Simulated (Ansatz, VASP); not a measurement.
**SnTe in VASP and in Ansatz**

```
Sn Te
1.0
     0.00000    3.58398    3.58398
     3.58398    0.00000    3.58398
     3.58398    3.58398    0.00000
Sn Te
1 1
Direct
  0.00000 0.00000 0.00000
  0.25000 0.25000 0.25000
```

Alike in both runs: task single point; functional r2SCAN; k mesh 4 × 4 × 4; no spin polarisation.

|  | VASP | Ansatz |
| --- | --- | --- |
| version | VASP 6.6.1 | Ansatz 0.2.0 |
| potentials or method | VASP PAW PBE potentials, release 64 (Sn_d, Te) | plane waves |
| plane-wave cutoff (eV) | 520 | 500 |
| occupations | methfessel-paxton of order 1, width 0.05 eV | cold, width 0.05 eV |
| valence electrons in the cell | 20 | 30 |

```csv
,VASP,Ansatz,Ansatz less VASP
pressure (GPa),-0.1,-0.1,-0.01
```

VASP's potentials were made for PBE, not for r2SCAN. VASP's potentials hold 20 valence electrons a cell and Ansatz's 30, so a difference there can come from the potentials and not from the codes. Ansatz's warnings: smearing energy in gap.

Neither program's run includes spin-orbit coupling.
